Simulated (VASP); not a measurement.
# NaH (Fm-3m) in VASP: further runs, part 2 of 2

VASP 6.6.1. Earlier steps stand in the parts before.

### Step 4. Single point, LDA

INCAR reads:

```
  ALGO = Normal
  EDIFF = 1E-7
  ENCUT = 520
  ISIF = 2
  ISMEAR = 0
  LASPH = True
  LCHARG = True
  LELF = True
  LREAL = False
  LVHAR = True
  LWAVE = False
  NBANDS = 11
  NELM = 80
  PREC = Accurate
  SIGMA = 0.01
```

KPOINTS reads:

```
k-points
0
Gamma
  7 7 7
```

POSCAR reads:

```
NaH
1.0
    0.0000000000      2.4400000000      2.4400000000
    2.4400000000      0.0000000000      2.4400000000
    2.4400000000      2.4400000000      0.0000000000
Na H
1 1
Direct
    0.0000000000      0.0000000000      0.0000000000
    0.5000000000      0.5000000000      0.5000000000
```

Potentials or basis: VASP PAW LDA potentials, release 64 (Na_pv, H).

Command:

```sh
$ cat potpaw_LDA.64/Na_pv/POTCAR potpaw_LDA.64/H/POTCAR > POTCAR
$ mpirun -np 1 vasp_std > vasp.out
```

OUTCAR:

```text
EDIFF = 1E-7
   ENCUT = 520
   ISIF = 2
   ISMEAR = 0
   LASPH = True
   LREAL = False
   NELM = 80
   PREC = Accurate

 ion  position               nearest neighbor table
   1  0.000  0.000  0.000-
   2  0.500  0.500  0.500-

  LATTYP: Found a face centered cubic cell.
 ALAT       =     4.8800000000

  Lattice vectors:

 A1 = (   0.0000000000,   2.4400000000,   2.4400000000)
 A2 = (   2.4400000000,   0.0000000000,   2.4400000000)
 A3 = (   2.4400000000,   2.4400000000,   0.0000000000)

Analysis of symmetry for initial positions (statically):
=====================================================================
 Subroutine PRICEL returns:
 Original cell was already a primitive cell.

 Routine SETGRP: Setting up the symmetry group for a
 face centered cubic supercell.

 Subroutine GETGRP returns: Found 48 space group operations
 (whereof 48 operations were pure point group operations)
 out of a pool of 48 trial point group operations.

The static configuration has the point symmetry O_h .

Analysis of symmetry for dynamics (positions and initial velocities):
=====================================================================
 Subroutine PRICEL returns:
 Original cell was already a primitive cell.

 Routine SETGRP: Setting up the symmetry group for a
 face centered cubic supercell.

 Subroutine GETGRP returns: Found 48 space group operations
 (whereof 48 operations were pure point group operations)
 out of a pool of 48 trial point group operations.

The dynamic configuration has the point symmetry O_h .

 Subroutine INISYM returns: Found 48 space group operations
 (whereof 48 operations are pure point group operations),
 and found     1 'primitive' translations

----------------------------------------------------------------------------------------

                                     Primitive cell
[... 111 lines left out ...]
   GGA     = CA    functional components
   LHFCALC =     F    Hartree Fock is set to
   AEXX    =    0.0000 exact exchange contribution
   IVDW    =     0    specifies the selected vdW correction
   LEPSILON=     F    determine dielectric tensor
   LRPA    =     F    only Hartree local field effects (RPA)
 non-spin polarized calculation
 Gauss-broadening in eV      SIGMA  =   0.01
  energy-cutoff  :      520.00
  volume of cell :       29.05
 maximum number of plane-waves:       801
 NGX is ok and might be reduce to    28
   NGX = 13   NGY = 13   NGZ = 13

 number of electron       7.9999996 magnetization

 Free energy of the ion-electron system (eV)
  ---------------------------------------------------
  ext. energy  EPLUGINS =         0.00000000
  ---------------------------------------------------
  free energy    TOTEN  =        -5.37961981 eV

  energy without entropy =       -5.37961981  energy(sigma->0) =       -5.37961981

 E-fermi :  -1.2420     XC(G=0):  -8.1303

 val. band max:       -1.3975603451   @ k =  -0.2857   0.4286   0.1429
 cond. band min:       2.4456011556   @ k =  -0.4286   0.1429   0.0000
 fundamental gap:      3.8431615008
 Fermi energy:        -1.2419714528

 k-point     1 :       0.0000    0.0000    0.0000
  band No.  band energies     occupation
      1     -23.5315      2.00000
      2     -23.5315      2.00000
      3     -23.5315      2.00000
      4      -5.0121      2.00000
      5       8.8226      0.00000
      6      13.6707      0.00000
      7      13.6707      0.00000
      8      13.6707      0.00000
      9      14.5796      0.00000
     10      14.5796      0.00000
     11      14.5796      0.00000
[... 253 lines left out ...]
 k-point    20 :      -0.2857    0.4286    0.1429
  band No.  band energies     occupation
      1     -23.5895      2.00000
      2     -23.5853      2.00000
      3     -23.5586      2.00000
      4      -1.3976      2.00000
      5       4.0544      0.00000
      6       4.3129      0.00000
      7       7.3853      0.00000
      8      13.0125      0.00000
      9      15.5714      0.00000
     10      17.2388      0.00000
     11      18.0030      0.00000

------------------------ aborting loop because EDIFF is reached ----------------------------------------

  FORCE on cell =-STRESS in cart. coord.  units (eV):
  Direction    XX          YY          ZZ          XY          YZ          ZX
  --------------------------------------------------------------------------------------
  -------------------------------------------------------------------------------------
  Total       -0.4821491     -0.4821491     -0.4821491      0.0000000      0.0000000      0.0000000
  in kB      -26.5884179    -26.5884179    -26.5884179      0.0000000      0.0000000      0.0000000
  external PRESSURE =     -26.5884179 kB  Pullay stress =       0.0000000 kB

 VOLUME and BASIS-vectors are now :
 -----------------------------------------------------------------------------
  energy-cutoff  :      520.00
  volume of cell :       29.05
      direct lattice vectors                 reciprocal lattice vectors
     0.000000000  2.440000000  2.440000000    -0.204918033  0.204918033  0.204918033
     2.440000000  0.000000000  2.440000000     0.204918033 -0.204918033  0.204918033
     2.440000000  2.440000000  0.000000000     0.204918033  0.204918033 -0.204918033

 POSITION                                       TOTAL-FORCE (eV/Angst)
 -----------------------------------------------------------------------------------
      0.00000      0.00000      0.00000        -0.000000      0.000000     -0.000000
      2.44000      2.44000      2.44000         0.000000     -0.000000      0.000000
 -----------------------------------------------------------------------------------
    total drift:                               -0.000000     -0.000000     -0.000000

  FREE ENERGIE OF THE ION-ELECTRON SYSTEM (eV)
  ---------------------------------------------------
  free  energy   TOTEN  =        -5.3796198086 eV

  energy  without entropy=       -5.3796198086  energy(sigma->0) =       -5.37961981
```

OSZICAR:

```text
N       E                     dE             d eps       ncg     rms          rms(c)
DAV:   1     0.395023268796E+02    0.39502E+02   -0.45027E+03   443   0.725E+02
DAV:   2    -0.439869586103E+01   -0.43901E+02   -0.43332E+02   461   0.200E+02
DAV:   3    -0.578062471042E+01   -0.13819E+01   -0.13803E+01   529   0.330E+01
DAV:   4    -0.578936893528E+01   -0.87442E-02   -0.87435E-02   525   0.270E+00
DAV:   5    -0.578945033559E+01   -0.81400E-04   -0.81400E-04   511   0.262E-01    0.298E+00
DAV:   6    -0.546738111554E+01    0.32207E+00   -0.33103E-01   494   0.285E+00    0.135E+00
DAV:   7    -0.537870078776E+01    0.88680E-01   -0.30058E-01   502   0.195E+00    0.318E-01
DAV:   8    -0.537986328106E+01   -0.11625E-02   -0.66183E-03   497   0.920E-01    0.663E-02
DAV:   9    -0.537963801704E+01    0.22526E-03   -0.11913E-03   602   0.350E-01    0.221E-02
DAV:  10    -0.537961920997E+01    0.18807E-04   -0.71997E-05   485   0.461E-02    0.299E-03
DAV:  11    -0.537961981739E+01   -0.60742E-06   -0.19504E-06   506   0.851E-03    0.204E-03
DAV:  12    -0.537961980862E+01    0.87696E-08   -0.88383E-08   470   0.149E-03
   1 F= -.53796198E+01 E0= -.53796198E+01  d E =-.290237-108
```

stdout:

```text
POSCAR found type information on POSCAR NaH
 POSCAR found :  2 types and       2 ions
 scaLAPACK will be used
 LDA part: xc-table for (Slater(with rela. corr.)+CA(PZ))
 , standard interpolation
 POSCAR, INCAR and KPOINTS ok, starting setup
 FFT: planning ... GRIDC
 FFT: planning ... GRID_SOFT
 FFT: planning ... GRID
 WAVECAR not read
 entering main loop
```

Run time: 6.1 s. Hardware: 1 thread of Intel Xeon 6975P-C, shared host; peak memory 0.13 GiB.

Results:

```
Free energy            : -5.3796 eV
Pressure               : -2.7 GPa
Band gap on the k mesh : 3.84 eV, indirect (least direct gap 4.50 eV)
```

A k mesh can miss the band edges.
